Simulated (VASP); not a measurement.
# NbSi (Fm-3m) in VASP: further runs

NbSi is run at these levels: PBE; tasks: electric field gradients, density of states.

All numbers are computed with VASP 6.6.1; they aren't measurements. Logs are shortened: lines on timing, memory, paths and dates and some standing lists are left out, and cuts for length are marked.

### Step 1. The cell of the first run

It takes space group Fm-3m (No. 225, cubic). The conventional cell has a = 5.148 Å, b = 5.148 Å, c = 5.148 Å, α = 90.00°, β = 90.00°, γ = 90.00°. Within 3.4 Å of Nb (site symmetry m-3m) lie 6 Si at 2.57 Å. Within 3.4 Å of Si (site symmetry m-3m) lie 6 Nb at 2.57 Å.

### Step 2. Electric field gradients, PBE

Contents of INCAR:

```
ALGO = Normal ; EDIFF = 1E-8
ENCUT = 520 ; GGA = PE
ISIF = 2 ; ISMEAR = -1
LASPH = T ; LCHARG = F
LEFG = T ; LREAL = F
LWAVE = F ; NBANDS = 16
NELM = 80 ; PREC = Accurate
SIGMA = 0.05
```

Contents of KPOINTS:

```
k-points
0
Gamma
  9 9 9
```

Contents of POSCAR:

```
NbSi
1.0
    0.0000000000      2.5738300000      2.5738300000
    2.5738300000      0.0000000000      2.5738300000
    2.5738300000      2.5738300000      0.0000000000
Nb Si
1 1
Direct
    0.0000000000      0.0000000000      0.0000000000
    0.5000000000      0.5000000000      0.5000000000
```

Potentials or basis: VASP PAW PBE potentials, release 64 (Nb_sv, Si).

Run with:

```bash
cat potpaw_PBE.64/Nb_sv/POTCAR potpaw_PBE.64/Si/POTCAR > POTCAR
mpirun -np 1 vasp_std > vasp.out
```

OUTCAR:

```text
EDIFF = 1E-8
   ENCUT = 520
   GGA = PE
   ISIF = 2
   ISMEAR = -1
   LASPH = T
   LREAL = F
   NELM = 80
   PREC = Accurate

 ion  position               nearest neighbor table
   1  0.000  0.000  0.000-   2 2.57   2 2.57   2 2.57   2 2.57   2 2.57   2 2.57
   2  0.500  0.500  0.500-   1 2.57   1 2.57   1 2.57   1 2.57   1 2.57   1 2.57

  LATTYP: Found a face centered cubic cell.
 ALAT       =     5.1476600000

  Lattice vectors:

 A1 = (   0.0000000000,   2.5738300000,   2.5738300000)
 A2 = (   2.5738300000,   0.0000000000,   2.5738300000)
 A3 = (   2.5738300000,   2.5738300000,   0.0000000000)

Analysis of symmetry for initial positions (statically):
=====================================================================
 Subroutine PRICEL returns:
 Original cell was already a primitive cell.

 Routine SETGRP: Setting up the symmetry group for a
 face centered cubic supercell.

 Subroutine GETGRP returns: Found 48 space group operations
 (whereof 48 operations were pure point group operations)
 out of a pool of 48 trial point group operations.

The static configuration has the point symmetry O_h .

Analysis of symmetry for dynamics (positions and initial velocities):
=====================================================================
 Subroutine PRICEL returns:
 Original cell was already a primitive cell.

 Routine SETGRP: Setting up the symmetry group for a
 face centered cubic supercell.

 Subroutine GETGRP returns: Found 48 space group operations
 (whereof 48 operations were pure point group operations)
 out of a pool of 48 trial point group operations.

The dynamic configuration has the point symmetry O_h .

 Subroutine INISYM returns: Found 48 space group operations
 (whereof 48 operations are pure point group operations),
 and found     1 'primitive' translations

----------------------------------------------------------------------------------------

                                     Primitive cell

  volume of cell :      34.1012

  direct lattice vectors                    reciprocal lattice vectors
     0.000000000  2.573830000  2.573830000    -0.194263024  0.194263024  0.194263024
     2.573830000  0.000000000  2.573830000     0.194263024 -0.194263024  0.194263024
     2.573830000  2.573830000  0.000000000     0.194263024  0.194263024 -0.194263024

  length of vectors
     3.639945293  3.639945293  3.639945293     0.336473428  0.336473428  0.336473428

  position of ions in fractional coordinates (direct lattice)
     0.000000000  0.000000000  0.000000000
     0.500000000  0.500000000  0.500000000

  ion indices of the primitive-cell ions
   primitive index   ion index
                 1           1
                 2           2

----------------------------------------------------------------------------------------

 KPOINTS: k-points

Automatic generation of k-mesh.
 Grid dimensions read from file:
 generate k-points for:    9    9    9

 Generating k-lattice:

  Cartesian coordinates                     Fractional coordinates (reciprocal lattice)
    -0.021584780  0.021584780  0.021584780     0.111111111  0.000000000  0.000000000
     0.021584780 -0.021584780  0.021584780     0.000000000  0.111111111  0.000000000
     0.021584780  0.021584780 -0.021584780     0.000000000  0.000000000  0.111111111

  Length of vectors
     0.037385936  0.037385936  0.037385936

  Shift w.r.t. Gamma in fractional coordinates (k-lattice)
     0.000000000  0.000000000  0.000000000

 Subroutine IBZKPT returns following result:
 ===========================================

 Found     35 irreducible k-points:

 Following reciprocal coordinates:
            Coordinates               Weight
  0.000000  0.000000  0.000000      1.000000
  0.111111  0.000000  0.000000      8.000000
  0.222222  0.000000  0.000000      8.000000
  0.333333  0.000000  0.000000      8.000000
  0.444444  0.000000  0.000000      8.000000
  0.111111  0.111111  0.000000      6.000000
[... 16 lines left out ...]
 -0.333333  0.333333  0.000000     12.000000
  0.444444  0.444444  0.000000      6.000000
 [... further k-points ...]
   k-points           NKPTS =     35   k-points in BZ     NKDIM =     35   number of bands    NBANDS=     16
   number of dos      NEDOS =    301   number of ions     NIONS =      2
   total plane-waves  NPLWV =  21952
   dimension x,y,z NGX =    28 NGY =   28 NGZ =   28
   dimension x,y,z NGXF=    56 NGYF=   56 NGZF=   56
   ions per type =               1   1
   NGX,Y,Z   is equivalent  to a cutoff of  12.79, 12.79, 12.79 a.u.
   NGXF,Y,Z  is equivalent  to a cutoff of  25.58, 25.58, 25.58 a.u.
 SYSTEM =  unknown system
   PREC   = accura    normal or accurate (medium, high low for compatibility)
   ISTART =      0    job   : 0-new  1-cont  2-samecut
   ICHARG =      2    charge: 1-file 2-atom 10-const
   ISPIN  =      1    spin polarized calculation?
   LNONCOLLINEAR =      F non collinear calculations
   LSORBIT =      F    spin-orbit coupling
   LASPH  =      T    aspherical Exc in radial PAW
   ENCUT  =  520.0 eV  38.22 Ry    6.18 a.u.   6.77  6.77  6.77*2*pi/ulx,y,z
   NELM   =     80;   NELMIN=  2; NELMDL= -5     # of ELM steps
   EDIFF  = 0.1E-07   stopping-criterion for ELM
   LREAL  =      F    real-space projection
   EDIFFG = 0.1E-06   stopping-criterion for IOM
   NSW    =      0    number of steps for IOM
   IBRION =     -1    ionic relax: 0-MD 1-quasi-New 2-CG
   NFREE  =      0    steps in history (QN), initial steepest desc. (CG)
   ISIF   =      2    stress and relaxation
   ISYM   =      2    0-nonsym 1-usesym 2-fastsym
   POTIM  = 0.5000    time-step for ionic-motion
   TEBEG  =    0.0;   TEEND  =   0.0 temperature during run
   PSTRESS=    0.0 pullay stress
   NELECT =      17.0000    total number of electrons
   NUPDOWN=      -1.0000    fix difference up-down
   EMIN   =  10.00;   EMAX   =-10.00  energy-range for DOS
   EFERMI =   0.00;   METHOD = LEGACY
   ISMEAR =    -1;   SIGMA  =   0.05  broadening in eV -4-tet -1-fermi 0-gaus
   EFERMI_NEDOS =   21; number of points for ismear=-14 and -15
   IALGO  =     38    algorithm
   IMIX   =      4    mixing-type and parameters
     AMIX     =   0.40;   BMIX     =  1.00
     AMIX_MAG =   1.60;   BMIX_MAG =  1.00
  volume/ion in A,a.u.               =      17.05       115.06
  Fermi-wavevector in a.u.,A,eV,Ry     =   1.298079  2.453015 22.925957  1.685010
  Thomas-Fermi vector in A             =   2.429431
   LORBIT       =      0    0 simple, 1 ext, 2 COOP (PROOUT), +10 PAW based schemes
   GGA     = PE    functional components
   LHFCALC =     F    Hartree Fock is set to
   AEXX    =    0.0000 exact exchange contribution
   IVDW    =     0    specifies the selected vdW correction
   LEPSILON=     F    determine dielectric tensor
   LRPA    =     F    only Hartree local field effects (RPA)
 non-spin polarized calculation
  energy-cutoff  :      520.00
  volume of cell :       34.10
 maximum number of plane-waves:       941
   NGX = 13   NGY = 13   NGZ = 13

 number of electron      17.0000002 magnetization

 Free energy of the ion-electron system (eV)
  ---------------------------------------------------
  ext. energy  EPLUGINS =         0.00000000
  ---------------------------------------------------
  free energy    TOTEN  =       -16.10783130 eV

  energy without entropy =      -16.09762713  energy(sigma->0) =      -16.10272922

 E-fermi :  10.2350     XC(G=0): -11.5921

 val. band max:       10.1533568838   @ k =  -0.4444   0.3333   0.0000
 cond. band min:      10.2404865345   @ k =   0.4444   0.2222   0.1111
 fundamental gap:      0.0871296507
 Fermi energy:        10.2350039551

 k-point     1 :       0.0000    0.0000    0.0000
  band No.  band energies     occupation
      1     -45.0338      2.00000
      2     -21.0506      2.00000
      3     -21.0506      2.00000
      4     -21.0506      2.00000
      5      -0.4123      2.00000
      6       9.0110      2.00000
[... 8 lines left out ...]
     15      19.6925      0.00000
     16      23.5429      0.00000

 k-point     2 :       0.1111    0.0000    0.0000
  band No.  band energies     occupation
      1     -45.0318      2.00000
      2     -21.0756      2.00000
      3     -21.0538      2.00000
      4     -21.0538      2.00000
      5      -0.1764      2.00000
      6       8.5798      2.00000
[... 8 lines left out ...]
     15      20.3019      0.00000
     16      22.7055      0.00000

 k-point     3 :       0.2222    0.0000    0.0000
  band No.  band energies     occupation
      1     -45.0268      2.00000
      2     -21.1384      2.00000
      3     -21.0617      2.00000
      4     -21.0617      2.00000
      5       0.5006      2.00000
      6       7.4752      2.00000
[... 8 lines left out ...]
     15      21.2188      0.00000
     16      21.2426      0.00000

 k-point     4 :       0.3333    0.0000    0.0000
  band No.  band energies     occupation
      1     -45.0211      2.00000
      2     -21.2088      2.00000
      3     -21.0707      2.00000
      4     -21.0707      2.00000
      5       1.5288      2.00000
      6       6.0644      2.00000
[... 8 lines left out ...]
     15      19.4366      0.00000
     16      19.4366      0.00000

 k-point     5 :       0.4444    0.0000    0.0000
  band No.  band energies     occupation
      1     -45.0174      2.00000
      2     -21.2541      2.00000
      3     -21.0765      2.00000
      4     -21.0765      2.00000
      5       2.7041      2.00000
      6       4.6889      2.00000
[... 8 lines left out ...]
     15      19.1057      0.00000
     16      19.1057      0.00000

 k-point     6 :       0.1111    0.1111    0.0000
  band No.  band energies     occupation
      1     -45.0312      2.00000
      2     -21.0746      2.00000
      3     -21.0594      2.00000
      4     -21.0594      2.00000
      5      -0.1042      2.00000
      6       8.4624      2.00000
[... 8 lines left out ...]
     15      20.6612      0.00000
     16      22.3059      0.00000
[... 267 lines left out ...]
 k-point    21 :       0.4444    0.3333    0.0000
  band No.  band energies     occupation
      1     -45.0140      2.00000
      2     -21.2151      2.00000
      3     -21.1238      2.00000
      4     -21.1135      2.00000
      5       1.8660      2.00000
      6       6.2972      2.00000
[... 8 lines left out ...]
     15      20.7572      0.00000
     16      22.1635      0.00000

 k-point    22 :      -0.4444    0.3333    0.0000
  band No.  band energies     occupation
      1     -45.0123      2.00000
      2     -21.2137      2.00000
      3     -21.1543      2.00000
      4     -21.1104      2.00000
      5       2.2713      2.00000
      6       6.2466      2.00000
[... 8 lines left out ...]
     15      20.4526      0.00000
     16      21.3841      0.00000

 k-point    23 :      -0.3333    0.3333    0.0000
  band No.  band energies     occupation
      1     -45.0128      2.00000
      2     -21.1906      2.00000
      3     -21.1830      2.00000
      4     -21.0987      2.00000
      5       2.5846      2.00000
      6       5.7288      2.00000
[... 8 lines left out ...]
     15      20.0466      0.00000
     16      21.5047      0.00000

 k-point    24 :       0.4444    0.4444    0.0000
  band No.  band energies     occupation
      1     -45.0123      2.00000
      2     -21.2309      2.00000
      3     -21.1229      2.00000
      4     -21.1229      2.00000
      5       1.8268      2.00000
      6       6.6219      2.00000
[... 8 lines left out ...]
     15      21.4851      0.00000
     16      23.8417      0.00000

 [... further k-points ...]

------------------------ aborting loop because EDIFF is reached ----------------------------------------

  FORCE on cell =-STRESS in cart. coord.  units (eV):
  Direction    XX          YY          ZZ          XY          YZ          ZX
  --------------------------------------------------------------------------------------
  -------------------------------------------------------------------------------------
  Total       -0.0425992     -0.0425992     -0.0425992      0.0000000      0.0000000     -0.0000000
  in kB       -2.0014413     -2.0014413     -2.0014413      0.0000000      0.0000000     -0.0000000
  external PRESSURE =      -2.0014413 kB  Pullay stress =       0.0000000 kB

 VOLUME and BASIS-vectors are now :
 -----------------------------------------------------------------------------
  energy-cutoff  :      520.00
  volume of cell :       34.10
      direct lattice vectors                 reciprocal lattice vectors
     0.000000000  2.573830000  2.573830000    -0.194263024  0.194263024  0.194263024
     2.573830000  0.000000000  2.573830000     0.194263024 -0.194263024  0.194263024
     2.573830000  2.573830000  0.000000000     0.194263024  0.194263024 -0.194263024

 POSITION                                       TOTAL-FORCE (eV/Angst)
 -----------------------------------------------------------------------------------
      0.00000      0.00000      0.00000         0.000000      0.000000      0.000000
      2.57383      2.57383      2.57383         0.000000      0.000000     -0.000000
 -----------------------------------------------------------------------------------
    total drift:                               -0.000000      0.000000      0.000000

  FREE ENERGIE OF THE ION-ELECTRON SYSTEM (eV)
  ---------------------------------------------------
  free  energy   TOTEN  =       -16.1078313029 eV

  energy  without entropy=      -16.0976271348  energy(sigma->0) =      -16.10272922

 Electric field gradients (V/A^2)
---------------------------------------------------------------------
 ion       V_xx      V_yy      V_zz      V_xy      V_xz      V_yz
---------------------------------------------------------------------
   1       0.000     0.000     0.000     0.000     0.000     0.000
   2      -0.000     0.000     0.000     0.000     0.000     0.000
---------------------------------------------------------------------

 Electric field gradients after diagonalization (V/A^2)
 (convention: |V_zz| > |V_xx| > |V_yy|)
----------------------------------------------------------------------
 ion       V_xx      V_yy      V_zz     asymmetry (V_yy - V_xx)/ V_zz
----------------------------------------------------------------------
   1      -0.000    -0.000     0.001       0.000
   2      -0.000    -0.000     0.000       0.000
----------------------------------------------------------------------

           NMR quadrupolar parameters

 Cq : quadrupolar parameter    Cq=e*Q*V_zz/h
 eta: asymmetry parameters     (V_yy - V_xx)/ V_zz
 Q  : nuclear electric quadrupole moment in mb (millibarn)
----------------------------------------------------------------------
 ion       Cq(MHz)       eta       Q (mb)
----------------------------------------------------------------------
   1       0.000       0.000       1.000
   2       0.000       0.000       1.000
----------------------------------------------------------------------
```

It took 26 s on 1 thread of Intel Xeon 6975P-C, shared host; peak memory 0.16 GiB.

What came out:

* Free energy: -16.1078 eV
* Pressure: -0.2 GPa

Caveat: without QUAD_EFG the Cq values of the log hold for a quadrupole moment of 1 mb, not for the nuclei.

### Step 3. Density of states, PBE

POSCAR is that of step 2.

Contents of INCAR.step1:

```
  PREC = Accurate
  ENCUT = 520
  EDIFF = 1E-6
  ISMEAR = -1
  SIGMA = 0.05
  LREAL = F
  LASPH = T
  NELM = 80
  ALGO = Normal
  ISIF = 2
  LWAVE = F
  LCHARG = T
  LMAXMIX = 4
  GGA = PE
  NBANDS = 16
```

Contents of KPOINTS.step1:

```
Automatic mesh
0
Gamma
  9 9 9
```

Contents of INCAR.step2:

```
  PREC = Accurate
  ENCUT = 520
  EDIFF = 1E-6
  ISMEAR = -5
  SIGMA = 0.05
  LREAL = F
  LASPH = T
  NELM = 80
  ALGO = Normal
  ISIF = 2
  LWAVE = F
  LCHARG = F
  LMAXMIX = 4
  GGA = PE
  LORBIT = 11
  NBANDS = 16
  NEDOS = 2001
  ICHARG = 11
```

Contents of KPOINTS.step2:

```
Automatic mesh
0
Gamma
  14 14 14
```

Potentials or basis: VASP PAW PBE potentials, release 64 (Nb_sv, Si).

Run with:

```bash
cat potpaw_PBE.64/Nb_sv/POTCAR potpaw_PBE.64/Si/POTCAR > POTCAR
cp INCAR.step1 INCAR
cp KPOINTS.step1 KPOINTS
mpirun -np 1 vasp_std > vasp.out
cp INCAR.step2 INCAR
cp KPOINTS.step2 KPOINTS
mpirun -np 1 vasp_std > vasp.out
```

Run time: 52 s. Hardware: 1 thread of Intel Xeon 6975P-C, shared host; peak memory 0.18 GiB.

The run converged. Its results:

```
Valence electrons inside the program's atomic spheres : Nb 10.69; Si 1.75
```

Levels at points of the mesh, in eV from the Fermi level:
| k point | band 5 | band 6 | band 7 | band 8 | band 9 | band 10 | band 11 | band 12 |
| --- | --- | --- | --- | --- | --- | --- | --- | --- |
| (0.00, 0.00, 0.00) | -10.71 | -1.29 | -1.29 | -1.29 | -0.76 | -0.76 | 2.37 | 2.37 |
| (0.50, 0.00, 0.00) | -7.28 | -5.96 | -3.24 | -3.24 | 1.25 | 1.25 | 2.47 | 4.32 |
| (0.50, 0.50, 0.00) | -8.45 | -3.54 | -3.21 | -0.01 | -0.01 | 0.31 | 1.91 | 1.91 |

Caveat: tetrahedron occupations give inexact forces and stress in metals.
